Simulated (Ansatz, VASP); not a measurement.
## WC: VASP beside Ansatz

Contents of INCAR:

```
SYSTEM = WC
PREC = Accurate
ENCUT = 520
EDIFF = 1E-7
ISMEAR = 0
SIGMA = 0.15
LREAL = .FALSE.
LASPH = .TRUE.
NELM = 100
ALGO = Normal
ISIF = 2
LWAVE = .FALSE.
LCHARG = .FALSE.
GGA = PE
NBANDS = 16
```

KPOINTS

```
Automatic mesh
0
G
  24 24 22
  0 0 0
```

Contents of POSCAR:

```
WC
1.0
    2.9217716515      0.0000000000      0.0000000000
   -1.4608858258      2.5303284743      0.0000000000
    0.0000000000      0.0000000000      2.8470758817
W C
1 1
Direct
    0.0000000000      0.0000000000     -0.0017210813
    0.6666666667      0.3333333333      0.5263428174
```

Input for Ansatz:

```yaml
crystal:
  lattice:
    - [2.9217716515, 0.0, 0.0]
    - [-1.4608858258, 2.5303284743, 0.0]
    - [0.0, 0.0, 2.8470758817]
  atoms:
    - { symbol: W, position: [0.0, 0.0, -0.0017210813] }
    - { symbol: C, position: [0.6666666667, 0.3333333333, 0.5263428174] }
basis:
  ecutwfc: 420
kpoints:
  mp_grid: { grid: [24, 24, 22] }
hamiltonian:
  xc: pbe
scf:
  occupations: { method: gaussian, width: 0.15 }
output:
  forces: true
  stress: true
  eigenvalues: true
```

Change from the starting cell: mode 4 (566.4 1/cm) frozen in, largest displacement +0.075 Å.

Alike in both runs: task single point; functional PBE; k mesh 24 × 24 × 22; occupations gaussian, width 0.15 eV; no spin polarisation.

|  | VASP | Ansatz |
| --- | --- | --- |
| version | VASP 6.6.1 | Ansatz 0.2.0 |
| potentials or method | VASP PAW PBE potentials, release 64 (W_sv, C), cutoff 520 eV | scalar-relativistic, plane waves, PAW |
| valence electrons in the cell | 18 | 18 |

```csv
,VASP,Ansatz,Ansatz less VASP
gap on the k mesh at the Fermi level (eV),none,none,-
pressure (GPa),2.5,1.4,-1.08
"traceless stress, the component that is largest in VASP (GPa)",0.50,0.31,-0.191
rms of the force components (eV/Å),0.624,0.619,-0.0044
```

Atom by atom the forces differ by 0.004 eV/Å (rms over components). A gap of «none» marks a metal or a gap that the smearing closes.

Spin-orbit coupling is off throughout.
